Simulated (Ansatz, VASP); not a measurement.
**One calculation of Cs, two programs**

INCAR

```
PREC = Accurate
ENCUT = 500
EDIFF = 1E-6
ISMEAR = -1
SIGMA = 0.05
LREAL = F
LASPH = T
NELM = 120
ALGO = Normal
ISIF = 2
LWAVE = F
LCHARG = T
GGA = RE
LELF = T
LVHAR = T
NBANDS = 10
GGA_COMPAT = F
```

Contents of KPOINTS:

```
regular mesh
0
Gamma
  6 6 6
```

POSCAR

```
Cs
1.0
   -3.0335000000      3.0335000000      3.0335000000
    3.0335000000     -3.0335000000      3.0335000000
    3.0335000000      3.0335000000     -3.0335000000
Cs
1
Direct
    0.0000000000      0.0000000000      0.0000000000
```

Input for Ansatz:

```yaml
crystal:
  lattice:
    - [-3.0335, 3.0335, 3.0335]
    - [3.0335, -3.0335, 3.0335]
    - [3.0335, 3.0335, -3.0335]
  atoms:
    - { symbol: Cs, position: [0.0, 0.0, 0.0] }
basis:
  ecutwfc: 550.0
kpoints:
  mp_grid:
    grid: [6, 6, 6]
hamiltonian:
  xc: revpbe
scf:
  occupations:
    method: fermi_dirac
    width: 0.05
output:
  stress: true
```

Alike in both runs: task single point; functional revPBE; k mesh 6 × 6 × 6; occupations fermi-dirac, width 0.05 eV; no spin polarisation.

|  | VASP | Ansatz |
| --- | --- | --- |
| version | VASP 6.6.1 | Ansatz 0.2.0 |
| potentials or method | VASP PAW PBE potentials, release 64 (Cs_sv), cutoff 500 eV | plane waves, PAW |
| valence electrons in the cell | 9 | 9 |

|  | VASP | Ansatz | Ansatz less VASP |
| --- | --- | --- | --- |
| pressure (GPa) | 0.3 | 0.3 | 0.00 |

VASP's potentials were made for PBE, not for revPBE. The functional is the same, so the differences come from potentials, cutoffs and numerics.

Spin-orbit coupling is off throughout.
